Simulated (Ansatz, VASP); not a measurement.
Rb in VASP and in Ansatz

```
Rb
1.0
    -2.74727    2.74727    2.74727
     2.74727   -2.74727    2.74727
     2.74727    2.74727   -2.74727
Rb
1
Direct
  0.00000 0.00000 0.00000
```

Alike in both runs: task single point; functional PBE; k mesh 10 × 10 × 10; occupations gaussian, width 0.1 eV; no spin polarisation.

|  | VASP | Ansatz |
| --- | --- | --- |
| version | VASP 6.6.1 | Ansatz 0.2.0 |
| potentials or method | VASP PAW PBE potentials, release 64 (Rb_sv), cutoff 520 eV | scalar-relativistic, plane waves, PAW |
| valence electrons in the cell | 9 | 9 |

|  | VASP | Ansatz | Ansatz less VASP |
| --- | --- | --- | --- |
| gap on the k mesh at the Fermi level (eV) | none | none | - |
| pressure (GPa) | 0.3 | 0.3 | 0.00 |

A gap of «none» marks a metal or a gap that the smearing closes. The functional is the same, so the differences come from potentials, cutoffs and numerics.
